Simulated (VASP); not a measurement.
Fe, 1 atom in the cell. It takes space group Im-3m (No. 229, cubic). Conventional cell: a = 2.762 Å, b = 2.762 Å, c = 2.762 Å, α = 90.00°, β = 90.00°, γ = 90.00°. Fe (site symmetry m-3m) has 14 Fe at 2.39 to 2.76 Å within 3.2 Å. 

- Program: VASP 6.6.1
- Task: single point
- Functional: PBE
- Potentials or basis: VASP PAW PBE potentials, release 64 (Fe)
- Cutoff: 520 eV
- k mesh: 16 × 16 × 16
- Occupations: methfessel-paxton, width 0.01 eV
- Spin: no spin polarisation
- Dipole correction: no
- Further INCAR settings: ALGO = Normal; EDIFF = 1e-07; NBANDS = 10

Potentials or basis: VASP PAW PBE potentials, release 64 (Fe).

Launch:

```sh
$ cat potpaw_PBE.64/Fe/POTCAR > POTCAR
$ mpirun -np 1 vasp_std > vasp.out
```

Hardware: 1 thread of Intel(R) Xeon(R) Platinum 8488C (Sapphire Rapids) (shared host).

Q: How long does it take, and how much memory?

A: Wall time 8.1 s on 1 thread of Intel(R) Xeon(R) Platinum 8488C (Sapphire Rapids), on a shared host, peak memory 0.13 GiB. Counts: scf iterations 12, k points 145.
